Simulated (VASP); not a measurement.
# LiGeH3 (Pm-3m) in VASP: further runs

LiGeH3 is run at these levels: PBE; tasks: single point, relaxation of cell and atoms.

Everything below comes from runs of VASP 6.6.1. Logs are shortened: lines on timing, memory, paths and dates and some standing lists are left out, and cuts for length are marked.

### 1 The cell of the first run

It takes space group Pm-3m (No. 221, cubic). The conventional cell has a = 3.652 Å, b = 3.652 Å, c = 3.652 Å, α = 90.00°, β = 90.00°, γ = 90.00°. Within 3.4 Å of Li (site symmetry m-3m) lie 12 H at 2.58 Å and 8 Ge at 3.16 Å. Ge (site symmetry m-3m) has 6 H at 1.83 Å within 2.4 Å. Within 2.4 Å of H (site symmetry 4/mmm) lie 2 Ge at 1.83 Å.

### 2 Single point, PBE

Contents of INCAR:

```
SYSTEM = LiGeH3
ALGO = Normal ; EDIFF = 1E-6
ENCUT = 520 ; GGA = PE
ISIF = 2 ; ISMEAR = 0
LASPH = .True. ; LCHARG = .False.
LREAL = .False. ; LWAVE = .False.
NBANDS = 18 ; NELM = 60
PREC = Accurate ; SIGMA = 0.1
```

Contents of KPOINTS:

```
k-points
0
Gamma
  6 6 6
  0 0 0
```

Contents of POSCAR:

```
LiGeH3
1.0
    3.6520043600      0.0000000000      0.0000000000
    0.0000000000      3.6520043600      0.0000000000
    0.0000000000      0.0000000000      3.6520043600
Li Ge H
1 1 3
Direct
    0.0000000000      0.0000000000      0.0000000000
    0.5000000000      0.5000000000      0.5000000000
    0.0000000000      0.5000000000      0.5000000000
    0.5000000000      0.5000000000      0.0000000000
    0.5000000000      0.0000000000      0.5000000000
```

Potentials or basis: VASP PAW PBE potentials, release 64 (Li_sv, Ge_d, H).

On the command line:

```
$ cat potpaw_PBE.64/Li_sv/POTCAR potpaw_PBE.64/Ge_d/POTCAR potpaw_PBE.64/H/POTCAR > POTCAR
$ mpirun -np 1 vasp_std > vasp.out
```

OUTCAR:

```text
SYSTEM = LiGeH3
   EDIFF = 1E-6
   ENCUT = 520
   GGA = PE
   ISIF = 2
   ISMEAR = 0
   LASPH = .True.
   LREAL = .False.
   NELM = 60
   PREC = Accurate

 ion  position               nearest neighbor table
   1  0.000  0.000  0.000-
   2  0.500  0.500  0.500-   3 1.83   4 1.83   5 1.83   4 1.83   5 1.83   3 1.83
   3  0.000  0.500  0.500-   2 1.83   2 1.83
   4  0.500  0.500  0.000-   2 1.83   2 1.83
   5  0.500  0.000  0.500-   2 1.83   2 1.83

  LATTYP: Found a simple cubic cell.
 ALAT       =     3.6520043600

  Lattice vectors:

 A1 = (   3.6520043600,   0.0000000000,   0.0000000000)
 A2 = (   0.0000000000,   3.6520043600,   0.0000000000)
 A3 = (   0.0000000000,   0.0000000000,   3.6520043600)

Analysis of symmetry for initial positions (statically):
=====================================================================
 Subroutine PRICEL returns:
 Original cell was already a primitive cell.

 Routine SETGRP: Setting up the symmetry group for a
 simple cubic supercell.

 Subroutine GETGRP returns: Found 48 space group operations
 (whereof 48 operations were pure point group operations)
 out of a pool of 48 trial point group operations.

The static configuration has the point symmetry O_h .

Analysis of symmetry for dynamics (positions and initial velocities):
=====================================================================
 Subroutine PRICEL returns:
 Original cell was already a primitive cell.

 Routine SETGRP: Setting up the symmetry group for a
 simple cubic supercell.

 Subroutine GETGRP returns: Found 48 space group operations
 (whereof 48 operations were pure point group operations)
 out of a pool of 48 trial point group operations.

The dynamic configuration has the point symmetry O_h .

 Subroutine INISYM returns: Found 48 space group operations
 (whereof 48 operations are pure point group operations),
 and found     1 'primitive' translations

----------------------------------------------------------------------------------------

                                     Primitive cell

  volume of cell :      48.7073

  direct lattice vectors                    reciprocal lattice vectors
     3.652004360  0.000000000  0.000000000     0.273822236  0.000000000  0.000000000
     0.000000000  3.652004360  0.000000000     0.000000000  0.273822236  0.000000000
     0.000000000  0.000000000  3.652004360     0.000000000  0.000000000  0.273822236

  length of vectors
     3.652004360  3.652004360  3.652004360     0.273822236  0.273822236  0.273822236

  position of ions in fractional coordinates (direct lattice)
     0.000000000  0.000000000  0.000000000
     0.500000000  0.500000000  0.500000000
     0.000000000  0.500000000  0.500000000
     0.500000000  0.500000000  0.000000000
     0.500000000  0.000000000  0.500000000

  ion indices of the primitive-cell ions
   primitive index   ion index
                 1           1
                 2           2
                 3           3
                 4           4
                 5           5

----------------------------------------------------------------------------------------

 KPOINTS: k-points

Automatic generation of k-mesh.
 Grid dimensions read from file:
 generate k-points for:    6    6    6

 Generating k-lattice:

  Cartesian coordinates                     Fractional coordinates (reciprocal lattice)
     0.045637039  0.000000000  0.000000000     0.166666667  0.000000000  0.000000000
     0.000000000  0.045637039  0.000000000     0.000000000  0.166666667  0.000000000
     0.000000000  0.000000000  0.045637039     0.000000000  0.000000000  0.166666667

  Length of vectors
     0.045637039  0.045637039  0.045637039

  Shift w.r.t. Gamma in fractional coordinates (k-lattice)
     0.000000000  0.000000000  0.000000000

 Subroutine IBZKPT returns following result:
 ===========================================

 Found     20 irreducible k-points:

 Following reciprocal coordinates:
            Coordinates               Weight
  0.000000  0.000000  0.000000      1.000000
  0.166667  0.000000  0.000000      6.000000
  0.333333  0.000000  0.000000      6.000000
  0.500000  0.000000  0.000000      3.000000
  0.166667  0.166667  0.000000     12.000000
  0.333333  0.166667  0.000000     24.000000
[... 12 lines left out ...]
  0.500000  0.500000  0.333333      6.000000
  0.500000  0.500000  0.500000      1.000000
   k-points           NKPTS =     20   k-points in BZ     NKDIM =     20   number of bands    NBANDS=     18
   number of dos      NEDOS =    301   number of ions     NIONS =      5
   total plane-waves  NPLWV =  21952
   dimension x,y,z NGX =    28 NGY =   28 NGZ =   28
   dimension x,y,z NGXF=    56 NGYF=   56 NGZF=   56
   ions per type =               1   1   3
   NGX,Y,Z   is equivalent  to a cutoff of  12.75, 12.75, 12.75 a.u.
   NGXF,Y,Z  is equivalent  to a cutoff of  25.49, 25.49, 25.49 a.u.
 SYSTEM =  LiGeH3
   PREC   = accura    normal or accurate (medium, high low for compatibility)
   ISTART =      0    job   : 0-new  1-cont  2-samecut
   ICHARG =      2    charge: 1-file 2-atom 10-const
   ISPIN  =      1    spin polarized calculation?
   LNONCOLLINEAR =      F non collinear calculations
   LSORBIT =      F    spin-orbit coupling
   LASPH  =      T    aspherical Exc in radial PAW
   ENCUT  =  520.0 eV  38.22 Ry    6.18 a.u.   6.79  6.79  6.79*2*pi/ulx,y,z
   NELM   =     60;   NELMIN=  2; NELMDL= -5     # of ELM steps
   EDIFF  = 0.1E-05   stopping-criterion for ELM
   LREAL  =      F    real-space projection
   EDIFFG = 0.1E-04   stopping-criterion for IOM
   NSW    =      0    number of steps for IOM
   IBRION =     -1    ionic relax: 0-MD 1-quasi-New 2-CG
   NFREE  =      0    steps in history (QN), initial steepest desc. (CG)
   ISIF   =      2    stress and relaxation
   ISYM   =      2    0-nonsym 1-usesym 2-fastsym
   POTIM  = 0.5000    time-step for ionic-motion
   TEBEG  =    0.0;   TEEND  =   0.0 temperature during run
   PSTRESS=    0.0 pullay stress
   NELECT =      20.0000    total number of electrons
   NUPDOWN=      -1.0000    fix difference up-down
   EMIN   =  10.00;   EMAX   =-10.00  energy-range for DOS
   EFERMI =   0.00;   METHOD = LEGACY
   ISMEAR =     0;   SIGMA  =   0.10  broadening in eV -4-tet -1-fermi 0-gaus
   EFERMI_NEDOS =   21; number of points for ismear=-14 and -15
   IALGO  =     38    algorithm
   IMIX   =      4    mixing-type and parameters
     AMIX     =   0.40;   BMIX     =  1.00
     AMIX_MAG =   1.60;   BMIX_MAG =  1.00
  volume/ion in A,a.u.               =       9.74        65.74
  Fermi-wavevector in a.u.,A,eV,Ry     =   1.216803  2.299424 20.144910  1.480609
  Thomas-Fermi vector in A             =   2.352145
   LORBIT       =      0    0 simple, 1 ext, 2 COOP (PROOUT), +10 PAW based schemes
   GGA     = PE    functional components
   LHFCALC =     F    Hartree Fock is set to
   AEXX    =    0.0000 exact exchange contribution
   IVDW    =     0    specifies the selected vdW correction
   LEPSILON=     F    determine dielectric tensor
   LRPA    =     F    only Hartree local field effects (RPA)
 non-spin polarized calculation
 Gauss-broadening in eV      SIGMA  =   0.10
  energy-cutoff  :      520.00
  volume of cell :       48.71
 maximum number of plane-waves:      1357
 NGX is ok and might be reduce to    28
   NGX = 13   NGY = 13   NGZ = 13

 number of electron      20.0000017 magnetization

 Free energy of the ion-electron system (eV)
  ---------------------------------------------------
  ext. energy  EPLUGINS =         0.00000000
  ---------------------------------------------------
  free energy    TOTEN  =       -15.08661105 eV

  energy without entropy =      -15.08122573  energy(sigma->0) =      -15.08391839

 E-fermi :   4.4585     XC(G=0):  -9.1292

 val. band max:        4.4584883434   @ k =   0.5000   0.5000   0.1667
 cond. band min:       4.5822905797   @ k =   0.3333   0.0000   0.0000
 fundamental gap:      0.1238022363
 Fermi energy:         4.4585138848

 k-point     1 :       0.0000    0.0000    0.0000
  band No.  band energies     occupation
      1     -44.4560      2.00000
      2     -20.7608      2.00000
      3     -20.7608      2.00000
      4     -20.6937      2.00000
      5     -20.6937      2.00000
      6     -20.6937      2.00000
[... 10 lines left out ...]
     17      14.0333      0.00000
     18      15.8838      0.00000

 k-point     2 :       0.1667    0.0000    0.0000
  band No.  band energies     occupation
      1     -44.4558      2.00000
      2     -20.7606      2.00000
      3     -20.7525      2.00000
      4     -20.6948      2.00000
      5     -20.6948      2.00000
      6     -20.6936      2.00000
[... 10 lines left out ...]
     17      13.8974      0.00000
     18      14.4515      0.00000

 k-point     3 :       0.3333    0.0000    0.0000
  band No.  band energies     occupation
      1     -44.4554      2.00000
      2     -20.7602      2.00000
      3     -20.7360      2.00000
      4     -20.6972      2.00000
      5     -20.6972      2.00000
      6     -20.6934      2.00000
[... 10 lines left out ...]
     17      12.0861      0.00000
     18      14.8462      0.00000

 k-point     4 :       0.5000    0.0000    0.0000
  band No.  band energies     occupation
      1     -44.4552      2.00000
      2     -20.7600      2.00000
      3     -20.7277      2.00000
      4     -20.6983      2.00000
      5     -20.6983      2.00000
      6     -20.6933      2.00000
[... 291 lines left out ...]
      4     -20.7021      2.00000
      5     -20.7021      2.00000
      6     -20.7007      2.00000
[... 10 lines left out ...]
     17      15.6156      0.00000
     18      17.9500      0.00000

 k-point    19 :       0.5000    0.5000    0.3333
  band No.  band energies     occupation
      1     -44.4542      2.00000
      2     -20.7179      2.00000
      3     -20.7094      2.00000
      4     -20.7035      2.00000
      5     -20.7020      2.00000
      6     -20.7020      2.00000
[... 10 lines left out ...]
     17      15.8949      0.00000
     18      18.8800      0.00000

 k-point    20 :       0.5000    0.5000    0.5000
  band No.  band energies     occupation
      1     -44.4540      2.00000
      2     -20.7093      2.00000
      3     -20.7093      2.00000
      4     -20.7034      2.00000
      5     -20.7034      2.00000
      6     -20.7034      2.00000
[... 10 lines left out ...]
     17      16.1748      0.00000
     18      21.5187      0.00000

------------------------ aborting loop because EDIFF is reached ----------------------------------------

  FORCE on cell =-STRESS in cart. coord.  units (eV):
  Direction    XX          YY          ZZ          XY          YZ          ZX
  --------------------------------------------------------------------------------------
  -------------------------------------------------------------------------------------
  Total        2.2046600      2.2046600      2.2046600     -0.0000000      0.0000000      0.0000000
  in kB       72.5200916     72.5200916     72.5200916     -0.0000000      0.0000000      0.0000000
  external PRESSURE =      72.5200916 kB  Pullay stress =       0.0000000 kB

 VOLUME and BASIS-vectors are now :
 -----------------------------------------------------------------------------
  energy-cutoff  :      520.00
  volume of cell :       48.71
      direct lattice vectors                 reciprocal lattice vectors
     3.652004360  0.000000000  0.000000000     0.273822236  0.000000000  0.000000000
     0.000000000  3.652004360  0.000000000     0.000000000  0.273822236  0.000000000
     0.000000000  0.000000000  3.652004360     0.000000000  0.000000000  0.273822236

 POSITION                                       TOTAL-FORCE (eV/Angst)
 -----------------------------------------------------------------------------------
      0.00000      0.00000      0.00000         0.000000      0.000000      0.000000
      1.82600      1.82600      1.82600         0.000000      0.000000      0.000000
      0.00000      1.82600      1.82600         0.000000      0.000000      0.000000
      1.82600      1.82600      0.00000         0.000000      0.000000      0.000000
      1.82600      0.00000      1.82600         0.000000      0.000000      0.000000
 -----------------------------------------------------------------------------------
    total drift:                                0.000000      0.000000      0.000000

  FREE ENERGIE OF THE ION-ELECTRON SYSTEM (eV)
  ---------------------------------------------------
  free  energy   TOTEN  =       -15.0866110525 eV

  energy  without entropy=      -15.0812257252  energy(sigma->0) =      -15.08391839
```

It took 20 s on 1 thread of AMD EPYC 7R13, shared host; peak memory 0.13 GiB.

Results:

| Item | Value |
| --- | --- |
| Free energy | -15.0866 eV |
| Band gap on the k mesh | zero (band 10 reaches 4.99 eV, above the bottom of band 11 at 3.76 eV) |

Levels at points of the mesh, in eV from the Fermi level:
```
           k point  band 8  band 9  band 10  band 11  band 12  band 13
(0.00, 0.00, 0.00)   -3.29   -3.29    -0.70    -0.70    -0.70     2.23
(0.50, 0.00, 0.00)   -8.21   -2.90     0.54     0.54     1.80     3.64
(0.50, 0.50, 0.00)   -7.67   -7.67    -0.07     0.47     1.45     4.44
(0.50, 0.50, 0.50)   -7.00   -7.00    -7.00     0.25     0.25     0.25
```

Caveat: the cutoff is under 1.25 times the usual one of these potentials, so pressure, stress and relaxed cells hold a basis-set (Pulay) error.

(Part 1 of 2 ends here.)
